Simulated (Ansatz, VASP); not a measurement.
Given: the input of a run of Ansatz 0.2.0 on AgRh.

input.yaml

```yaml
crystal:
  lattice:
    - [2.7589461066, 0.0, 0.0]
    - [-1.3794730533, 2.389317416, 0.0]
    - [0.0, 0.0, 4.7763285309]
  atoms:
    - { symbol: Ag, position: [0.0, 0.0, 0.5] }
    - { symbol: Rh, position: [0.6666666667, 0.3333333333, 0.0] }
hamiltonian:
  xc: lda
  pseudopotentials: { kind: paw }
kpoints:
  mp_grid: { grid: [11, 11, 6] }
scf:
  occupations: { method: fermi_dirac, width: 0.05 }
output:
  forces: true
  stress: true
  eigenvalues: true
```

Potentials or basis: Ansatz PAW.

Command:

```bash
$ ansatz run input.yaml --threads 2 --pin off --max-ram 5632MiB --backend cpu --events-out ev --progress --plain --runs-dir out
```

**Question.** Set up the same calculation for VASP 6.6.1. Potentials there: VASP PAW LDA potentials, release 64 (Ag, Rh_pv).

**Answer.** As run (the cutoff follows the program's own potentials):

File INCAR:

```
ALGO = Normal
EDIFF = 1E-6
ENCUT = 520
ISIF = 2
ISMEAR = -1
LASPH = T
LCHARG = F
LREAL = F
LWAVE = F
NBANDS = 20
NELM = 60
PREC = Accurate
SIGMA = 0.05
```

The input KPOINTS:

```
k-points
0
Gamma
  11 11 6
```

POSCAR

```
AgRh
1.0
    2.7589461066      0.0000000000      0.0000000000
   -1.3794730533      2.3893174160      0.0000000000
    0.0000000000      0.0000000000      4.7763285309
Ag Rh
1 1
Direct
    0.0000000000      0.0000000000      0.5000000000
    0.6666666667      0.3333333333      0.0000000000
```

Potentials or basis: VASP PAW LDA potentials, release 64 (Ag, Rh_pv).

Launch:

```sh
$ cat potpaw_LDA.64/Ag/POTCAR potpaw_LDA.64/Rh_pv/POTCAR > POTCAR
$ mpirun -np 1 vasp_std > vasp.out
```

Both were run:

|  | VASP | Ansatz | Ansatz less VASP |
| --- | --- | --- | --- |
| gap on the k mesh at the Fermi level (eV) | none | none | - |
| pressure (GPa) | -12.6 | -13.0 | -0.32 |
| traceless stress, the component that is largest in VASP (GPa) | -0.07 | -0.05 | +0.020 |

LDA's correlation is that of Perdew and Zunger in VASP and of Perdew and Wang (1992) in Ansatz. A gap of «none» marks a metal or a gap that the smearing closes. VASP's potentials hold 26 valence electrons a cell and Ansatz's 36, so a difference there can come from the potentials and not from the codes.
